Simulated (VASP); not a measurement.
# Be (P6_3/mmc) in VASP: notebook, part 2 of 2

VASP 6.6.1. The steps go on from the part before.

## (3) Single point, PBE+D3(BJ)

This run uses another cell than the first one, of 7.06 Å³/atom.

INCAR

```
  PREC = Accurate
  ENCUT = 520
  EDIFF = 1E-7
  ISMEAR = 0
  SIGMA = 0.15
  LREAL = False
  LASPH = True
  NELM = 100
  ALGO = Normal
  ISIF = 2
  LWAVE = False
  LCHARG = False
  GGA = PE
  IVDW = 12
  NBANDS = 9
```

KPOINTS

```
Automatic mesh
0
Gamma
  24 24 12
```

POSCAR

```
Be
1.0
    2.1772195447      0.0000000000      0.0000000000
   -1.0886097724      1.8855274353      0.0000000000
    0.0000000000      0.0000000000      3.4416536304
Be
2
Direct
    0.3333333333      0.6666666667      0.2500000000
    0.6666666667      0.3333333333      0.7500000000
```

Potentials or basis: VASP PAW PBE potentials, release 64 (Be).

On the command line:

```console
> cat potpaw_PBE.64/Be/POTCAR > POTCAR
> mpirun -np 1 vasp_std > vasp.out
```

It took 17 s on 1 thread of Intel Xeon Platinum 8488C (Sapphire Rapids), shared host; peak memory 0.16 GiB.

The run converged. Its results:

```
Free energy                : -8.2479 eV
Pressure                   : 7.6 GPa
Band gap on the k mesh     : zero (bands 2 and 3 overlap by 2.20 eV)
Dispersion energy per atom : -0.399 eV
```

Stress tensor (GPa, compression positive):
```
7.57 0.00 0.00
0.00 7.57 0.00
0.00 0.00 7.66
```

Levels at points of the mesh, in eV from the Fermi level:
```tsv
k point	band 1	band 2	band 3	band 4	band 5	band 6	band 7
(0.00, 0.00, 0.00)	-11.96	-4.88	1.47	17.58	17.58	20.63	20.63
(0.50, 0.00, 0.00)	-5.41	-3.20	3.93	6.91	7.52	10.32	11.06
(0.00, 0.00, 0.50)	-9.72	-9.72	11.58	11.58	19.37	19.37	19.37
(0.50, 0.00, 0.50)	-3.94	-3.94	1.98	1.98	13.14	13.14	16.78
```

Caveat: the cell stands under pressure.

## (4) Single point, PBE+D3(BJ)

This run uses another cell than the first one, of 7.25 Å³/atom.

INCAR

```
PREC = Accurate ; ENCUT = 520
EDIFF = 1E-7 ; ISMEAR = 0
SIGMA = 0.15 ; LREAL = False
LASPH = True ; NELM = 80
ALGO = Fast ; ISIF = 2
LWAVE = False ; LCHARG = False
GGA = PE ; IVDW = 12
NBANDS = 9
```

KPOINTS is that of step 3.

POSCAR

```
Be
1.0
    2.1958187964      0.0000000000      0.0000000000
   -1.0979093982      1.9016348598      0.0000000000
    0.0000000000      0.0000000000      3.4710545157
Be
2
Direct
    0.3333333333      0.6666666667      0.2500000000
    0.6666666667      0.3333333333      0.7500000000
```

Potentials or basis: VASP PAW PBE potentials, release 64 (Be).

On the command line:

```console
> cat potpaw_PBE.64/Be/POTCAR > POTCAR
> mpirun -np 1 vasp_std > vasp.out
```

OUTCAR:

```text
PREC = Accurate
   ENCUT = 520
   EDIFF = 1E-7
   ISMEAR = 0
   LREAL = False
   LASPH = True
   NELM = 80
   ISIF = 2
   GGA = PE
   IVDW = 12
 IVDW          = 12

 ion  position               nearest neighbor table
   1  0.333  0.667  0.250-   2 2.15   2 2.15   2 2.15   2 2.15   2 2.15   2 2.15
   2  0.667  0.333  0.750-   1 2.15   1 2.15   1 2.15   1 2.15   1 2.15   1 2.15

  LATTYP: Found a hexagonal cell.
 ALAT       =     2.1958187964
 C/A-ratio  =     1.5807563545

  Lattice vectors:

 A1 = (   2.1958187964,   0.0000000000,   0.0000000000)
 A2 = (  -1.0979093982,   1.9016348598,   0.0000000000)
[... 477 lines left out ...]

 Edisp (eV)   -0.77724

 E8    (eV) :    -0.2696

  FORCE on cell =-STRESS in cart. coord.  units (eV):
  Direction    XX          YY          ZZ          XY          YZ          ZX
  --------------------------------------------------------------------------------------
  -------------------------------------------------------------------------------------
  Total       0.34801     0.34801     0.31309     0.00000     0.00000    -0.00000
  in kB      38.46971    38.46971    34.60912     0.00000     0.00000    -0.00000
  external pressure =       37.18 kB  Pullay stress =        0.00 kB

 VOLUME and BASIS-vectors are now :
 -----------------------------------------------------------------------------
  energy-cutoff  :      520.00
  volume of cell :       14.49
      direct lattice vectors                 reciprocal lattice vectors
     2.195818796  0.000000000  0.000000000     0.455410985  0.262931655  0.000000000
    -1.097909398  1.901634860  0.000000000     0.000000000  0.525863309  0.000000000
     0.000000000  0.000000000  3.471054516     0.000000000  0.000000000  0.288096887

 POSITION                                       TOTAL-FORCE (eV/Angst)
 -----------------------------------------------------------------------------------
     -0.00000      1.26776      0.86776         0.000000      0.000000      0.000000
      1.09791      0.63388      2.60329        -0.000000      0.000000      0.000000
 -----------------------------------------------------------------------------------
    total drift:                                0.000000     -0.000000      0.000000

  FREE ENERGIE OF THE ION-ELECTRON SYSTEM (eV)
  ---------------------------------------------------
  free  energy   TOTEN  =        -8.2606791810 eV

  energy  without entropy=       -8.2584836378  energy(sigma->0) =       -8.25958141
```

OSZICAR:

```text
N       E                     dE             d eps       ncg     rms          rms(c)
DAV:   1    -0.248686461760E+01   -0.24869E+01   -0.18332E+03  7742   0.369E+02
DAV:   2    -0.751164038732E+01   -0.50248E+01   -0.49033E+01 11419   0.562E+01
DAV:   3    -0.756469548810E+01   -0.53055E-01   -0.52883E-01  8875   0.393E+00
DAV:   4    -0.756475784125E+01   -0.62353E-04   -0.62351E-04  9540   0.142E-01
DAV:   5    -0.756475787677E+01   -0.35520E-07   -0.36329E-07  8602   0.326E-03    0.132E+00
RMM:   6    -0.750537287544E+01    0.59385E-01   -0.78794E-03  7807   0.980E-01    0.817E-01
RMM:   7    -0.748343628967E+01    0.21937E-01   -0.90061E-03  7960   0.964E-01    0.322E-02
RMM:   8    -0.748343552438E+01    0.76530E-06   -0.45018E-04  8577   0.192E-01    0.131E-02
RMM:   9    -0.748343638617E+01   -0.86180E-06   -0.16874E-05  9115   0.300E-02    0.560E-03
RMM:  10    -0.748343637245E+01    0.13724E-07   -0.11244E-06  8818   0.112E-02    0.260E-03
RMM:  11    -0.748343550168E+01    0.87077E-06   -0.23171E-07  8800   0.377E-03    0.958E-04
RMM:  12    -0.748343527130E+01    0.23037E-06   -0.28189E-08  7756   0.178E-03    0.131E-04
RMM:  13    -0.748343526171E+01    0.95889E-08   -0.25560E-09  6267   0.458E-04
   1 F= -.82606792E+01 E0= -.82595814E+01  d E =-.219554E-02
```

Wall time 21 s (1 thread of Intel Xeon Platinum 8488C (Sapphire Rapids), shared host); peak memory 0.17 GiB.

What came out:

```yaml
Free_energy: -8.2607 eV
Pressure: 3.7 GPa
Band_gap_on_the_k_mesh: zero (bands 2 and 3 overlap by 2.17 eV)
Dispersion_energy_per_atom: -0.389 eV
```

Caveat: the cell stands under pressure.

## (5) The runs side by side

| cell | gap on the mesh (eV) | pressure (GPa) |
| --- | --- | --- |
| a = 2.159, b = 2.159, c = 3.413 Å, angles 90.0, 90.0, 120.0°, 2 atoms | none | 11.8 |
| a = 2.177, b = 2.177, c = 3.442 Å, angles 90.0, 90.0, 120.0°, 2 atoms | none | 7.6 |
| a = 2.196, b = 2.196, c = 3.471 Å, angles 90.0, 90.0, 120.0°, 2 atoms | none | 3.7 |

Alike in all rows: task single point; level PBE+D3(BJ); potentials or basis VASP PAW PBE potentials, release 64 (Be); no spin polarisation; k mesh 24 × 24 × 12; cutoff (eV) 520; smearing gaussian 0.15 eV.

Caveats: the cell stands under pressure.

Total energies depend on the potentials used, so only differences within one code and one set of settings carry meaning.
